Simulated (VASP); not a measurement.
TiAl6: relaxation of cell and atoms with PBE

The system is TiAl6.

```
CELL_PARAMETERS angstrom
7.66308 0.00000 0.00000
-3.83154 6.63642 0.00000
0.00000 0.00000 2.88650
ATOMIC_POSITIONS crystal
Ti 0.00000 0.00000 0.00000
Al 0.33300 0.00000 0.50000
Al 0.66700 0.00000 0.50000
Al 0.00000 0.33300 0.50000
Al 0.00000 0.66700 0.50000
Al 0.66700 0.66700 0.50000
Al 0.33300 0.33300 0.50000
```

```json
{
  "Program": "VASP 6.6.1",
  "Task": "relaxation of cell and atoms",
  "Functional": "PBE",
  "Potentials or basis": "VASP PAW PBE potentials, release 64 (Ti_sv, Al)",
  "Cutoff": "600 eV",
  "k mesh": "6 × 6 × 14",
  "Occupations": "gaussian, width 0.1 eV",
  "Spin": "no spin polarisation",
  "Dipole correction": "no",
  "Further INCAR settings": "ALGO = Normal; EDIFF = 1e-06; IBRION = 2; EDIFFG = -0.01; NSW = 100; ISIF = 3"
}
```

```json
{"Relaxed volume": "20.82 Å³/atom", "Relaxed cell": "a = 7.674 Å, b = 7.674 Å, c = 2.858 Å, α = 90.00°, β = 90.00°, γ = 120.00°", "Space group after relaxing (to 0.05 Å)": "P6/mmm (No. 191)", "Energy gained by relaxing": "0.9 meV/atom", "Ionic steps": "4", "Pressure after relaxing": "0.0 GPa", "Band gap on the k mesh": "zero (band 15 reaches 6.23 eV, above the bottom of band 16 at 4.80 eV)"}
```

Forces on the atoms (eV/Å):
```
Ti   0.000  0.000  0.000
Al   0.002  0.000  0.000
Al  -0.002  0.000  0.000
Al  -0.001  0.002  0.000
Al   0.001 -0.002  0.000
Al  -0.001 -0.002  0.000
Al   0.001  0.002  0.000
```

The path:
| step | energy change (eV) | largest force (eV/Å) | pressure (GPa) | volume (Å³) |
| --- | --- | --- | --- | --- |
| 1 | 0.0000 | 0.0892 | -0.18 | 146.79 |
| 2 | -0.0058 | 0.0256 | -0.13 | 146.29 |
| 3 | -0.0064 | 0.0011 | -0.10 | 146.07 |
| 4 | -0.0065 | 0.0022 | 0.04 | 145.77 |

Final structure:
```
Ti Al
1.0
     7.67369    0.00000    0.00000
    -3.83685    6.64561    0.00000
     0.00000    0.00000    2.85842
Ti Al
1 6
Direct
  0.00000 0.00000 0.00000
  0.33380 0.00000 0.50000
  0.66620 0.00000 0.50000
  0.00000 0.33380 0.50000
  0.00000 0.66620 0.50000
  0.66620 0.66620 0.50000
  0.33380 0.33380 0.50000
```

Levels at points of the mesh, in eV from the Fermi level:
```tsv
k point	band 13	band 14	band 15	band 16	band 17	band 18
(0.00, 0.00, 0.00)	-1.77	-0.60	-0.05	1.61	1.61	1.78
(0.50, 0.00, 0.00)	-2.01	-0.98	-0.53	0.88	1.32	1.59
(0.00, 0.00, 0.50)	-1.93	-1.93	-1.16	-0.35	0.89	1.08
(0.50, 0.00, 0.50)	-1.44	-1.32	-0.87	-0.55	0.52	0.58
```

It took 4.9 min on 1 thread of Intel(R) Xeon(R) Platinum 8488C (Sapphire Rapids) (shared host), peak memory 0.43 GiB.
